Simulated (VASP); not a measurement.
# Be (P1) in VASP: notebook, part 2 of 2

VASP 6.6.1.

**4. Single point, LDA**

INCAR reads:

```
ALGO = Normal
EDIFF = 1E-6
ENCUT = 600
GGA_COMPAT = F
ISIF = 2
ISMEAR = -1
LASPH = T
LCHARG = F
LREAL = F
LWAVE = F
NBANDS = 12
NELM = 120
PREC = Accurate
SIGMA = 0.1
```

KPOINTS reads:

```
k-points
0
Gamma
  4 4 6
```

POSCAR reads:

```
Be
1.0
    3.7468100000      0.0000000000      0.0000000000
    0.0000000000      3.7468100000      0.0000000000
    0.0000000000      0.0000000000      2.2812800000
Be
4
Direct
    0.3275921438      0.2493065531      0.0237683064
    0.6805257858      0.7480563137      0.0191055843
    0.1693498078      0.7651281030      0.4661269269
    0.8225322290      0.2375091057      0.4909997993
```

Potentials or basis: VASP PAW LDA potentials, release 64 (Be).

Launch:

```
cat potpaw_LDA.64/Be/POTCAR > POTCAR
mpirun -np 1 vasp_std > vasp.out
```

OUTCAR:

```text
EDIFF = 1E-6
   ENCUT = 600
   ISIF = 2
   ISMEAR = -1
   LASPH = T
   LREAL = F
   NELM = 120
   PREC = Accurate

 ion  position               nearest neighbor table
   1  0.328  0.249  0.024-   4 2.14   3 2.16   4 2.17   4 2.22   4 2.25   3 2.26   2 2.29   3 2.29
                             2 2.30
   2  0.681  0.748  0.019-   3 2.10   3 2.17   4 2.19   3 2.22   4 2.26   4 2.26   1 2.29   3 2.29
                             1 2.30   4 2.32
   3  0.169  0.765  0.466-   2 2.10   1 2.16   2 2.17   4 2.20   2 2.22   1 2.26   1 2.29   2 2.29
                             4 2.37
   4  0.823  0.238  0.491-   1 2.14   1 2.17   2 2.19   3 2.20   1 2.22   1 2.25   2 2.26   2 2.26
                             2 2.32   3 2.37

  LATTYP: Found a simple tetragonal cell.
 ALAT       =     3.7468100000
 C/A-ratio  =     0.6088592696

  Lattice vectors:

 A1 = (   3.7468100000,   0.0000000000,   0.0000000000)
 A2 = (   0.0000000000,   3.7468100000,   0.0000000000)
 A3 = (   0.0000000000,   0.0000000000,   2.2812800000)

Analysis of symmetry for initial positions (statically):
=====================================================================
 Subroutine PRICEL returns:
 Original cell was already a primitive cell.

 Routine SETGRP: Setting up the symmetry group for a
[... 184 lines left out ...]
      4       4.5474      2.00000
      5       6.6747      0.96282
      6      10.5664      0.00000
      7      12.5815      0.00000
      8      13.6504      0.00000
      9      15.7079      0.00000
     10      16.8649      0.00000
     11      21.9994      0.00000
     12      22.7743      0.00000
[... 331 lines left out ...]
 k-point    24 :       0.5000   -0.2500    0.1667
  band No.  band energies     occupation
      1      -1.4934      2.00000
      2      -1.4177      2.00000
      3       2.4210      2.00000
      4       2.5407      2.00000
      5      10.8571      0.00000
      6      10.9796      0.00000
      7      14.4890      0.00000
      8      14.7018      0.00000
      9      16.4677      0.00000
     10      16.7206      0.00000
     11      19.6466      0.00000
     12      19.7407      0.00000

 [... further k-points ...]
[... 5 lines left out ...]
  --------------------------------------------------------------------------------------
  -------------------------------------------------------------------------------------
  Total        1.4379196     -4.6204256     -0.0789246      0.0428664     -0.0492062      0.0179115
  in kB       71.9354990   -231.1482591     -3.9483969      2.1444983     -2.4616611      0.8960692
  external PRESSURE =     -54.3870523 kB  Pullay stress =       0.0000000 kB

 VOLUME and BASIS-vectors are now :
 -----------------------------------------------------------------------------
  energy-cutoff  :      600.00
  volume of cell :       32.03
      direct lattice vectors                 reciprocal lattice vectors
     3.746810000  0.000000000  0.000000000     0.266893704  0.000000000  0.000000000
     0.000000000  3.746810000  0.000000000     0.000000000  0.266893704  0.000000000
     0.000000000  0.000000000  2.281280000     0.000000000  0.000000000  0.438350400

 POSITION                                       TOTAL-FORCE (eV/Angst)
 -----------------------------------------------------------------------------------
      1.22743      0.93410      0.05422        -0.097459      0.229611     -0.587987
      2.54980      2.80282      0.04359        -0.308529     -0.157897     -0.542239
      0.63452      2.86679      1.06337         0.283645     -0.356617      0.764562
      3.08187      0.88990      1.12011         0.122342      0.284904      0.365664
 -----------------------------------------------------------------------------------
    total drift:                                0.000003     -0.000011      0.000004

  FREE ENERGIE OF THE ION-ELECTRON SYSTEM (eV)
  ---------------------------------------------------
  free  energy   TOTEN  =       -16.5348019778 eV

  energy  without entropy=      -16.5194978623  energy(sigma->0) =      -16.52714992
```

OSZICAR:

```text
N       E                     dE             d eps       ncg     rms          rms(c)
DAV:   1    -0.109276367531E+01   -0.10928E+01   -0.36569E+03  1248   0.627E+02
DAV:   2    -0.162779417343E+02   -0.15185E+02   -0.14466E+02  1592   0.944E+01
DAV:   3    -0.166501040631E+02   -0.37216E+00   -0.37019E+00  1720   0.111E+01
DAV:   4    -0.166508839126E+02   -0.77985E-03   -0.77939E-03  1480   0.516E-01
DAV:   5    -0.166508850007E+02   -0.10881E-05   -0.10883E-05  1640   0.226E-02    0.177E+00
DAV:   6    -0.165676019684E+02    0.83283E-01   -0.40946E-02  1500   0.821E-01    0.105E+00
DAV:   7    -0.165362287546E+02    0.31373E-01   -0.22575E-02  1596   0.708E-01    0.254E-01
DAV:   8    -0.165348060456E+02    0.14227E-02   -0.20370E-03  1500   0.253E-01    0.207E-02
DAV:   9    -0.165348034445E+02    0.26010E-05   -0.56946E-05  1572   0.415E-02    0.620E-03
DAV:  10    -0.165348020132E+02    0.14314E-05   -0.49664E-06  1544   0.104E-02    0.136E-03
DAV:  11    -0.165348019778E+02    0.35337E-07   -0.17218E-07   856   0.243E-03
   1 F= -.16534802E+02 E0= -.16527150E+02  d E =-.153041E-01
```

stdout:

```text
POSCAR found type information on POSCAR Be
 POSCAR found :  1 types and       4 ions
 scaLAPACK will be used
 LDA part: xc-table for (Slater(with rela. corr.)+CA(PZ))
 , standard interpolation
 POSCAR, INCAR and KPOINTS ok, starting setup
 FFT: planning ... GRIDC
 FFT: planning ... GRID_SOFT
 FFT: planning ... GRID
 WAVECAR not read
 entering main loop
```

Run time: 30 s. Hardware: 1 thread of Intel Xeon 8259CL, shared host; peak memory 0.13 GiB.

Results:

| Item | Value |
| --- | --- |
| Free energy | -16.5348 eV |
| Pressure | -5.4 GPa |
| Largest force | 0.890 eV/Å |
| Band gap on the k mesh | zero (band 4 reaches 7.64 eV, above the bottom of band 5 at 6.26 eV) |

Forces in eV/Å, atoms in the order of the input:
```
Be  -0.097  0.230 -0.588
Be  -0.309 -0.158 -0.542
Be   0.284 -0.357  0.765
Be   0.122  0.285  0.366
```

Stress tensor (GPa, compression positive):
```
  7.19   0.21   0.09
  0.21 -23.11  -0.25
  0.09  -0.25  -0.39
```

Levels at points of the mesh, in eV from the Fermi level:
```csv
k point,band 1,band 2,band 3,band 4,band 5,band 6,band 7,band 8,band 9
"(0.00, 0.00, 0.00)",-11.13,-4.98,-4.50,-2.12,0.01,3.90,5.91,6.98,9.04
"(0.50, 0.00, 0.00)",-9.23,-9.17,-2.50,-2.33,0.62,0.73,9.30,9.70,11.26
"(0.00, 0.50, 0.00)",-9.30,-9.09,-3.18,-3.00,2.24,2.24,8.20,9.02,11.09
"(0.50, 0.50, 0.00)",-7.39,-7.30,-7.14,-7.05,8.30,8.57,8.87,9.03,12.20
"(0.00, 0.00, 0.50)",-5.99,-5.71,0.81,0.98,1.38,1.91,2.35,2.82,6.18
"(0.50, 0.00, 0.50)",-4.86,-4.75,-3.25,-3.03,3.17,3.35,5.72,5.77,6.10
"(0.00, 0.50, 0.50)",-4.24,-4.05,-3.95,-3.75,3.21,3.52,4.32,4.66,7.40
"(0.50, 0.50, 0.50)",-3.79,-3.71,-3.64,-3.54,1.52,1.56,1.72,1.74,12.65
```

Caveat: the k points lie up to 0.46 Å⁻¹ apart.

**5. Single point, LDA**

INCAR reads:

```
SYSTEM = Be
ALGO     = Normal         ! electronic algorithm
EDIFF    = 1E-6           ! SCF threshold, eV
ENCUT    = 600            ! plane-wave cutoff, eV
GGA_COMPAT= .False.      
ISIF     = 2              ! what is computed and relaxed
ISMEAR   = -1             ! smearing method
LASPH    = .True.         ! aspherical terms in the spheres
LCHARG   = .True.         ! write CHGCAR
LELF     = .True.         ! ELF
LREAL    = .False.        ! projectors in reciprocal space
LVHAR    = .True.       
LWAVE    = .False.        ! write WAVECAR
NBANDS   = 12             ! bands
NELM     = 120            ! most SCF steps
PREC     = Accurate       ! precision mode
SIGMA    = 0.1            ! smearing width, eV
```

KPOINTS reads:

```
k-points
0
Gamma
  4 4 6
  0 0 0
```

POSCAR reads:

```
Be
1.0
    3.7468100000      0.0000000000      0.0000000000
    0.0000000000      3.7468100000      0.0000000000
    0.0000000000      0.0000000000      2.2812800000
Be
4
Direct
    0.3313027533      0.2469818971      0.0261994099
    0.6769344694      0.7503609378      0.0188615937
    0.1662129816      0.7638859141      0.4600679947
    0.8255497575      0.2387713350      0.4948716693
```

Launch:

```
cat potpaw_LDA.64/Be/POTCAR > POTCAR
mpirun -np 1 vasp_std > vasp.out
```

Run time: 28 s. Hardware: 1 thread of Intel Xeon 8259CL, shared host; peak memory 0.14 GiB.

The run converged. Its results:

```yaml
Free_energy: -16.5227 eV
Pressure: -5.4 GPa
Largest_force: 0.984 eV/Å
Band_gap_on_the_k_mesh: zero (band 4 reaches 7.66 eV, above the bottom of band 5 at 6.23 eV)
```

Forces in eV/Å, atoms in the order of the input:
```
Be  -0.167  0.254 -0.618
Be  -0.245 -0.179 -0.543
Be   0.323 -0.376  0.851
Be   0.089  0.302  0.311
```

Stress tensor (GPa, compression positive):
```
  8.29   0.07  -0.05
  0.07 -23.60  -0.35
 -0.05  -0.35  -0.82
```

Levels at points of the mesh, in eV from the Fermi level:
| k point | band 2 | band 3 | band 4 | band 5 | band 6 | band 7 |
| --- | --- | --- | --- | --- | --- | --- |
| (0.00, 0.00, 0.00) | -4.97 | -4.45 | -2.22 | 0.03 | 3.98 | 6.11 |
| (0.50, 0.00, 0.00) | -9.16 | -2.48 | -2.32 | 0.60 | 0.71 | 9.37 |
| (0.00, 0.50, 0.00) | -9.07 | -3.20 | -3.02 | 2.33 | 2.33 | 8.17 |
| (0.50, 0.50, 0.00) | -7.30 | -7.12 | -7.04 | 8.37 | 8.62 | 8.95 |
| (0.00, 0.00, 0.50) | -5.69 | 0.83 | 1.01 | 1.36 | 1.93 | 2.38 |
| (0.50, 0.00, 0.50) | -4.74 | -3.23 | -2.93 | 3.10 | 3.35 | 5.55 |
| (0.00, 0.50, 0.50) | -4.07 | -3.90 | -3.73 | 3.14 | 3.49 | 4.30 |
| (0.50, 0.50, 0.50) | -3.70 | -3.62 | -3.50 | 1.46 | 1.51 | 1.72 |

Caveat: the k points lie up to 0.46 Å⁻¹ apart.
